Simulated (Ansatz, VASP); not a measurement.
Ni in VASP and in Ansatz

INCAR

```
ALGO = Fast ; EDIFF = 1E-7
EDIFFG = -0.01 ; ENCUT = 600
GGA = PE ; IBRION = 2
ISIF = 3 ; ISMEAR = 0
ISPIN = 2 ; LASPH = T
LCHARG = F ; LMAXMIX = 4
LORBIT = 11 ; LREAL = F
LWAVE = F ; MAGMOM = 0.7
NELM = 150 ; NSW = 80
PREC = Accurate ; SIGMA = 0.05
```

Contents of KPOINTS:

```
k-points
0
Gamma
  16 16 16
```

POSCAR

```
Ni
1.0
    0.0000000000      1.7619350000      1.7619350000
    1.7619350000      0.0000000000      1.7619350000
    1.7619350000      1.7619350000      0.0000000000
Ni
1
Direct
    0.0000000000      0.0000000000      0.0000000000
```

Input for Ansatz:

```yaml
crystal:
  lattice:
    - [0.0, 1.761935, 1.761935]
    - [1.761935, 0.0, 1.761935]
    - [1.761935, 1.761935, 0.0]
  atoms:
    - { symbol: Ni, position: [0.0, 0.0, 0.0], spin: 0.7 }
magnetization:
  spin_polarized: true
scf:
  occupations: { method: gaussian, width: 0.05 }
output:
  forces: true
  stress: true
  eigenvalues: true
  populations: true
  write_density: true
  write_potential: true
  elf: true
  volumetric_format: npy
kpoints:
  mp_grid: { grid: [16, 16, 16] }
hamiltonian:
  xc: pbe
relax:
  f_tol: 0.01
  adjacent_minimum: "off"
  cell: { stress_tol: 0.05 }
```

Alike in both runs: task relaxation of cell and atoms; functional PBE; k mesh 16 × 16 × 16; occupations gaussian, width 0.05 eV; collinear spin.

```csv
,VASP,Ansatz
version,VASP 6.6.1,Ansatz 0.2.0
potentials or method,"VASP PAW PBE potentials, release 64 (Ni)","scalar-relativistic, plane waves, PAW"
plane-wave cutoff (eV),600,420
valence electrons in the cell,10,18
```

```tsv
	VASP	Ansatz	Ansatz less VASP
gap on the k mesh at the Fermi level, each at its own relaxed structure (eV)	none	none	-
net moment per atom (μB)	0.60	0.60	+0.004
size of the moment on the site where the two differ most (μB)	0.61	0.64	+0.031
relaxed volume (Å³/atom)	10.87	10.87	+0.008
relaxed cell length with the largest relative difference (Å)	2.486	2.487	+0.0006
```

Site moments also hang on the region over which each program counts them. A gap of «none» marks a metal or a gap that the smearing closes. VASP's potentials hold 10 valence electrons a cell and Ansatz's 18, so a difference there can come from the potentials and not from the codes.
